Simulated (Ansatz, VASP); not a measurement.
**One calculation of InAs, two programs**

INCAR

```
ALGO = Normal ; EDIFF = 1E-6
ENCUT = 520 ; GGA = PE
ISIF = 2 ; ISMEAR = 0
LASPH = T ; LCHARG = F
LREAL = F ; LWAVE = F
NBANDS = 16 ; NELM = 60
PREC = Accurate ; SIGMA = 0.15
```

Contents of KPOINTS:

```
k-points
0
Gamma
  14 14 14
```

File POSCAR:

```
InAs
1.0
    0.0000000000      3.4536329140      3.1531387875
    3.1531387875      0.0000000000      3.1531387875
    3.1531387875      3.4536329140      0.0000000000
In As
1 1
Direct
    0.0000000000      0.0000000000      0.0000000000
    0.7500000000      0.7500000000      0.7500000000
```

Input for Ansatz:

```yaml
crystal:
  lattice:
    - [0.0, 3.453632914, 3.1531387875]
    - [3.1531387875, 0.0, 3.1531387875]
    - [3.1531387875, 3.453632914, 0.0]
  atoms:
    - { symbol: In, position: [0.0, 0.0, 0.0] }
    - { symbol: As, position: [0.75, 0.75, 0.75] }
basis:
  ecutwfc: 420
kpoints:
  mp_grid: { grid: [14, 14, 14] }
hamiltonian:
  xc: pbe
  pseudopotentials: { kind: paw, azcp: { folder: soft_1 } }
scf:
  occupations: { method: gaussian, width: 0.15 }
output:
  forces: true
  stress: true
  eigenvalues: true
```

Alike in both runs: task single point; functional PBE; k mesh 14 × 14 × 14; occupations gaussian, width 0.15 eV; no spin polarisation.

```csv
,VASP,Ansatz
version,VASP 6.6.1,Ansatz 0.2.0
potentials or method,"VASP PAW PBE potentials, release 64 (In_d, As), cutoff 520 eV","scalar-relativistic, plane waves, PAW"
valence electrons in the cell,18,28
```

```csv
,VASP,Ansatz,Ansatz less VASP
gap on the k mesh at the Fermi level (eV),none,none,-
pressure (GPa),-5.0,-5.0,0.00
"traceless stress, the component that is largest in VASP (GPa)",-2.22,-2.22,0.000
```

A gap of «none» marks a metal or a gap that the smearing closes. The functional is the same, so the differences come from potentials, cutoffs and numerics. VASP's potentials hold 18 valence electrons a cell and Ansatz's 28, so a difference there can come from the potentials and not from the codes.
